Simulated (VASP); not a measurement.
# W (I4_1/amd) in VASP: notebook

W is run at these levels: PBE; tasks: relaxation of shape and atoms at fixed volume.

All numbers are computed with VASP 6.6.1; they aren't measurements. Logs are shortened: lines on timing, memory, paths and dates and some standing lists are left out, and cuts for length are marked.

### 1 The cell of the first run

Symmetry: I4_1/amd, No. 141, tetragonal system. Conventional cell: a = 4.501 Å, b = 4.501 Å, c = 2.365 Å, α = 90.00°, β = 90.00°, γ = 90.00°. Within 3.1 Å of W (site symmetry -4m2) lie 10 W at 2.33 to 2.87 Å.

### 2 Relaxation of shape and atoms at fixed volume, PBE

Input file INCAR:

```
PREC     = Accurate       # precision mode
ENCUT    = 600            # plane-wave cutoff, eV
EDIFF    = 1E-6           # SCF threshold, eV
ISMEAR   = -1             # smearing method
SIGMA    = 0.05           # smearing width, eV
LREAL    = False          # projectors in reciprocal space
LASPH    = True           # aspherical terms in the spheres
NELM     = 60             # most SCF steps
ALGO     = Normal         # electronic algorithm
ISIF     = 4              # what is computed and relaxed
LWAVE    = False          # write WAVECAR
LCHARG   = False          # write CHGCAR
GGA      = PE             # functional
IBRION   = 2              # ionic algorithm
NSW      = 50             # ionic steps
EDIFFG   = -0.005         # ionic threshold
```

Input file KPOINTS:

```
Automatic mesh
0
Gamma
  16 16 16
```

Input file POSCAR:

```
W
1.0
   -2.2505001680      2.2505001680      1.1827235049
    2.2505001680     -2.2505001680      1.1827235049
    2.2505001680      2.2505001680     -1.1827235049
W
2
Direct
   -0.3750000000     -0.1250000000     -0.2500000000
    0.3750000000      0.1250000000      0.2500000000
```

Potentials or basis: VASP PAW PBE potentials, release 64 (W_sv).

Launch:

```
$ cat potpaw_PBE.64/W_sv/POTCAR > POTCAR
$ mpirun -np 1 vasp_std > vasp.out
```

OUTCAR:

```text
PREC = Accurate
   ENCUT = 600
   EDIFF = 1E-6
   ISMEAR = -1
   LREAL = False
   LASPH = True
   NELM = 60
   ISIF = 4
   GGA = PE
   IBRION = 2
   NSW = 50
   EDIFFG = -0.005

 ion  position               nearest neighbor table
   1  0.625  0.875  0.750-   2 2.33   2 2.33   2 2.33   2 2.33   2 2.87   2 2.87   2 2.87   2 2.87

   2  0.375  0.125  0.250-   1 2.33   1 2.33   1 2.33   1 2.33   1 2.87   1 2.87   1 2.87   1 2.87

  LATTYP: Found a body centered tetragonal cell.
 ALAT       =     4.5010003360
 C/A-ratio  =     0.5255380656

  Lattice vectors:

 A1 = (  -2.2505001680,   2.2505001680,   1.1827235049)
 A2 = (   2.2505001680,  -2.2505001680,   1.1827235049)
 A3 = (   2.2505001680,   2.2505001680,  -1.1827235049)

Analysis of symmetry for initial positions (statically):
=====================================================================
 Subroutine PRICEL returns:
 Original cell was already a primitive cell.

 Routine SETGRP: Setting up the symmetry group for a
 body centered tetragonal supercell.

 Subroutine GETGRP returns: Found 16 space group operations
 (whereof  4 operations were pure point group operations)
 out of a pool of 16 trial point group operations.

The static configuration has the point symmetry C_2h.
 The point group associated with its full space group is D_4h.

Analysis of symmetry for dynamics (positions and initial velocities):
=====================================================================
 Subroutine PRICEL returns:
 Original cell was already a primitive cell.

 Routine SETGRP: Setting up the symmetry group for a
 body centered tetragonal supercell.

 Subroutine GETGRP returns: Found 16 space group operations
 (whereof  4 operations were pure point group operations)
 out of a pool of 16 trial point group operations.

The dynamic configuration has the point symmetry C_2h.
 The point group associated with its full space group is D_4h.

 Subroutine INISYM returns: Found 16 space group operations
 (whereof  4 operations are pure point group operations),
 and found     1 'primitive' translations

----------------------------------------------------------------------------------------

                                     Primitive cell

  volume of cell :      23.9608

  direct lattice vectors                    reciprocal lattice vectors
    -2.250500168  2.250500168  1.182723505     0.000000000  0.222172834  0.422753076
     2.250500168 -2.250500168  1.182723505     0.222172834  0.000000000  0.422753076
     2.250500168  2.250500168 -1.182723505     0.222172834  0.222172834  0.000000000

  length of vectors
     3.395340469  3.395340469  3.395340469     0.477578194  0.477578194  0.314199835

  position of ions in fractional coordinates (direct lattice)
     0.625000000  0.875000000  0.750000000
     0.375000000  0.125000000  0.250000000

  ion indices of the primitive-cell ions
   primitive index   ion index
                 1           1
                 2           2

----------------------------------------------------------------------------------------

 KPOINTS: Automatic mesh

Automatic generation of k-mesh.
 Grid dimensions read from file:
 generate k-points for:   16   16   16

 Generating k-lattice:

  Cartesian coordinates                     Fractional coordinates (reciprocal lattice)
     0.000000000  0.013885802  0.026422067     0.062500000  0.000000000  0.000000000
     0.013885802  0.000000000  0.026422067     0.000000000  0.062500000  0.000000000
     0.013885802  0.013885802  0.000000000     0.000000000  0.000000000  0.062500000

  Length of vectors
     0.029848637  0.029848637  0.019637490

  Shift w.r.t. Gamma in fractional coordinates (k-lattice)
     0.000000000  0.000000000  0.000000000

 Subroutine IBZKPT returns following result:
 ===========================================

 Found    349 irreducible k-points:

 Following reciprocal coordinates:
            Coordinates               Weight
  0.000000  0.000000  0.000000      1.000000
  0.062500 -0.000000  0.000000      8.000000
  0.125000 -0.000000  0.000000      8.000000
  0.187500  0.000000  0.000000      8.000000
  0.250000 -0.000000  0.000000      8.000000
  0.312500  0.000000  0.000000      8.000000
[... 16 lines left out ...]
 -0.125000  0.062500 -0.000000     16.000000
 -0.062500  0.062500  0.000000      4.000000
 [... further k-points ...]
   k-points           NKPTS =    349   k-points in BZ     NKDIM =    349   number of bands    NBANDS=     18
   number of dos      NEDOS =    301   number of ions     NIONS =      2
   total plane-waves  NPLWV =  21952
   dimension x,y,z NGX =    28 NGY =   28 NGZ =   28
   dimension x,y,z NGXF=    56 NGYF=   56 NGZF=   56
   ions per type =               2
   NGX,Y,Z   is equivalent  to a cutoff of  13.71, 13.71, 13.71 a.u.
   NGXF,Y,Z  is equivalent  to a cutoff of  27.42, 27.42, 27.42 a.u.
 SYSTEM =  unknown system
   PREC   = accura    normal or accurate (medium, high low for compatibility)
   ISTART =      0    job   : 0-new  1-cont  2-samecut
   ICHARG =      2    charge: 1-file 2-atom 10-const
   ISPIN  =      1    spin polarized calculation?
   LNONCOLLINEAR =      F non collinear calculations
   LSORBIT =      F    spin-orbit coupling
   LASPH  =      T    aspherical Exc in radial PAW
   ENCUT  =  600.0 eV  44.10 Ry    6.64 a.u.   6.78  6.78  6.78*2*pi/ulx,y,z
   NELM   =     60;   NELMIN=  2; NELMDL= -5     # of ELM steps
   EDIFF  = 0.1E-05   stopping-criterion for ELM
   LREAL  =      F    real-space projection
   EDIFFG = -.5E-02   stopping-criterion for IOM
   NSW    =     50    number of steps for IOM
   IBRION =      2    ionic relax: 0-MD 1-quasi-New 2-CG
   NFREE  =      1    steps in history (QN), initial steepest desc. (CG)
   ISIF   =      4    stress and relaxation
   ISYM   =      2    0-nonsym 1-usesym 2-fastsym
   POTIM  = 0.5000    time-step for ionic-motion
   TEBEG  =    0.0;   TEEND  =   0.0 temperature during run
   PSTRESS=    0.0 pullay stress
   NELECT =      28.0000    total number of electrons
   NUPDOWN=      -1.0000    fix difference up-down
   EMIN   =  10.00;   EMAX   =-10.00  energy-range for DOS
   EFERMI =   0.00;   METHOD = LEGACY
   ISMEAR =    -1;   SIGMA  =   0.05  broadening in eV -4-tet -1-fermi 0-gaus
   EFERMI_NEDOS =   21; number of points for ismear=-14 and -15
   IALGO  =     38    algorithm
   IMIX   =      4    mixing-type and parameters
     AMIX     =   0.40;   BMIX     =  1.00
     AMIX_MAG =   1.60;   BMIX_MAG =  1.00
  volume/ion in A,a.u.               =      11.98        80.85
  Fermi-wavevector in a.u.,A,eV,Ry     =   1.724357  3.258561 40.455638  2.973405
  Thomas-Fermi vector in A             =   2.800061
   LORBIT       =      0    0 simple, 1 ext, 2 COOP (PROOUT), +10 PAW based schemes
   GGA     = PE    functional components
   LHFCALC =     F    Hartree Fock is set to
   AEXX    =    0.0000 exact exchange contribution
   IVDW    =     0    specifies the selected vdW correction
   LEPSILON=     F    determine dielectric tensor
   LRPA    =     F    only Hartree local field effects (RPA)
 conjugate gradient relaxation of ions
 non-spin polarized calculation
  energy-cutoff  :      600.00
  volume of cell :       23.96
 maximum number of plane-waves:       816
   NGX = 13   NGY = 13   NGZ = 13

--------------------------------------- Ionic step        1  -------------------------------------------

 number of electron      27.9999997 magnetization

 Free energy of the ion-electron system (eV)
  ---------------------------------------------------
  ext. energy  EPLUGINS =         0.00000000
  ---------------------------------------------------
  free energy    TOTEN  =       -18.55871248 eV

  energy without entropy =      -18.55063046  energy(sigma->0) =      -18.55467147

------------------------ aborting loop because EDIFF is reached ----------------------------------------

  FORCE on cell =-STRESS in cart. coord.  units (eV):
  Direction    XX          YY          ZZ          XY          YZ          ZX
  --------------------------------------------------------------------------------------
  -------------------------------------------------------------------------------------
  Total       29.6606990     29.6606990     30.6189602      0.0000000     -0.0000000      0.0000000
  in kB     1983.3102002   1983.3102002   2047.3858693      0.0000000     -0.0000000      0.0000000
  external PRESSURE =    2004.6687566 kB  Pullay stress =       0.0000000 kB
[... 57 lines left out ...]
  energy  without entropy=      -18.5383807383  energy(sigma->0) =      -18.54257817

--------------------------------------- Ionic step        3  -------------------------------------------

 number of electron      27.9999998 magnetization

 Free energy of the ion-electron system (eV)
  ---------------------------------------------------
  ext. energy  EPLUGINS =         0.00000000
  ---------------------------------------------------
  free energy    TOTEN  =       -18.56068871 eV

  energy without entropy =      -18.55262206  energy(sigma->0) =      -18.55665539

 E-fermi :  15.9662     XC(G=0): -15.1946

 val. band max:       15.9627813119   @ k =   0.4375   0.3750   0.0625
 cond. band min:      15.9664785148   @ k =   0.3750   0.3125   0.0625
 fundamental gap:      0.0036972028
 Fermi energy:        15.9661550970

 k-point     1 :       0.0000    0.0000    0.0000
  band No.  band energies     occupation
      1     -58.2686      2.00000
      2     -57.3877      2.00000
      3     -23.9367      2.00000
      4     -23.9367      2.00000
      5     -20.8493      2.00000
      6     -20.8493      2.00000
[... 10 lines left out ...]
     17      18.7470      0.00000
     18      23.9054      0.00000
[... 466 lines left out ...]
      2     -57.3963      2.00000
      3     -23.9166      2.00000
      4     -23.9138      2.00000
      5     -20.9616      2.00000
      6     -20.8919      2.00000
[... 10 lines left out ...]
     17      18.8322      0.00000
     18      23.6863      0.00000

 [... further k-points ...]
[... 5 lines left out ...]
  --------------------------------------------------------------------------------------
  -------------------------------------------------------------------------------------
  Total       29.9816745     29.9816745     29.9743617     -0.0000000     -0.0000000      0.0000000
  in kB     2004.7727413   2004.7727413   2004.2837575     -0.0000000     -0.0000000      0.0000000
  external PRESSURE =    2004.6097467 kB  Pullay stress =       0.0000000 kB
[... 17 lines left out ...]
  FREE ENERGIE OF THE ION-ELECTRON SYSTEM (eV)
  ---------------------------------------------------
  free  energy   TOTEN  =       -18.5606887085 eV

  energy  without entropy=      -18.5526220632  energy(sigma->0) =      -18.55665539

 reached required accuracy - stopping structural energy minimisation
```

Wall time 4.7 min (1 thread of Intel Xeon Platinum 8259CL at 2.50GHz (Skylake/Cascade Lake), shared host); peak memory 0.28 GiB.

What came out:

| Property | Result |
| --- | --- |
| Free energy | -18.5607 eV |
| Energy gained by relaxing | 1.0 meV/atom |
| Ionic steps | 3 |
| Pressure after relaxing | 200.5 GPa |
| Band gap on the k mesh | zero (bands 14 and 15 overlap by 4.93 eV) |

The path:
```tsv
step	energy change (eV)	largest force (eV/Å)	pressure (GPa)	volume (Å³)
1	0.0000	0.0000	200.47	23.96
2	0.0119	0.0000	200.75	23.96
3	-0.0020	0.0000	200.46	23.96
```

Final structure:
```xyz
2
Lattice="-2.2458 2.2458 1.1877 2.2458 -2.2458 1.1877 2.2458 2.2458 -1.1877" Properties=species:S:1:pos:R:3 pbc="T T T"
W     2.2458    1.1229    0.8908
W     0.0000    1.1229    0.2969
```

Caveat: spin-orbit coupling is left out, which moves the levels of the heavy elements.

### 3 Relaxation of shape and atoms at fixed volume, PBE

This run uses another cell than the first one, of 13.39 Å³/atom.

Input file INCAR:

```
PREC     = Accurate       # precision mode
ENCUT    = 600            # plane-wave cutoff, eV
EDIFF    = 1E-6           # SCF threshold, eV
ISMEAR   = -1             # smearing method
SIGMA    = 0.05           # smearing width, eV
LREAL    = F              # projectors in reciprocal space
LASPH    = T              # aspherical terms in the spheres
NELM     = 60             # most SCF steps
ALGO     = Normal         # electronic algorithm
ISIF     = 4              # what is computed and relaxed
LWAVE    = F              # write WAVECAR
LCHARG   = F              # write CHGCAR
GGA      = PE             # functional
IBRION   = 2              # ionic algorithm
NSW      = 50             # ionic steps
EDIFFG   = -0.005         # ionic threshold
```

Input file KPOINTS:

```
regular mesh
0
Gamma
  16 16 16
```

Input file POSCAR:

```
W
1.0
   -2.3355039684      2.3355039684      1.2273962377
    2.3355039684     -2.3355039684      1.2273962377
    2.3355039684      2.3355039684     -1.2273962377
W
2
Direct
   -0.3750000000     -0.1250000000     -0.2500000000
    0.3750000000      0.1250000000      0.2500000000
```

Potentials or basis: VASP PAW PBE potentials, release 64 (W_sv).

Launch:

```
$ cat potpaw_PBE.64/W_sv/POTCAR > POTCAR
$ mpirun -np 1 vasp_std > vasp.out
```

It took 4.8 min on 1 thread of Intel Xeon Platinum 8259CL at 2.50GHz (Skylake/Cascade Lake), shared host; peak memory 0.3 GiB.

Results (log left out):

* Free energy: -21.2622 eV
* Energy gained by relaxing: 0.8 meV/atom
* Ionic steps: 3
* Pressure after relaxing: 113.6 GPa
* Band gap on the k mesh: zero (bands 14 and 15 overlap by 4.43 eV)

The path:
| step | energy change (eV) | largest force (eV/Å) | pressure (GPa) | volume (Å³) |
| --- | --- | --- | --- | --- |
| 1 | 0.0000 | 0.0000 | 113.60 | 26.78 |
| 2 | 0.0037 | 0.0000 | 113.73 | 26.78 |
| 3 | -0.0016 | 0.0000 | 113.62 | 26.78 |

Final structure:
```
W
1.0
    -2.33055    2.33055    1.23262
     2.33055   -2.33055    1.23262
     2.33055    2.33055   -1.23262
W
2
Cartesian
  2.3305 1.1653 0.9245
  0.0000 1.1653 0.3082
```

Levels at points of the mesh, in eV from the Fermi level:
| k point | band 10 | band 11 | band 12 | band 13 | band 14 | band 15 | band 16 | band 17 | band 18 |
| --- | --- | --- | --- | --- | --- | --- | --- | --- | --- |
| (0.00, 0.00, 0.00) | -8.04 | -5.34 | -4.90 | -3.77 | 2.48 | 2.48 | 2.65 | 2.65 | 6.93 |
| (0.50, 0.00, 0.00) | -6.76 | -4.74 | -3.29 | -1.00 | -0.40 | 0.54 | 2.20 | 4.49 | 4.66 |
| (0.50, 0.50, 0.00) | -6.55 | -4.10 | -4.10 | -1.47 | -1.47 | 0.66 | 0.66 | 4.30 | 4.30 |
| (0.50, 0.50, 0.50) | -6.59 | -3.50 | -3.50 | -0.33 | -0.33 | 1.23 | 1.23 | 3.61 | 3.61 |

Caveat: spin-orbit coupling is left out, which moves the levels of the heavy elements.
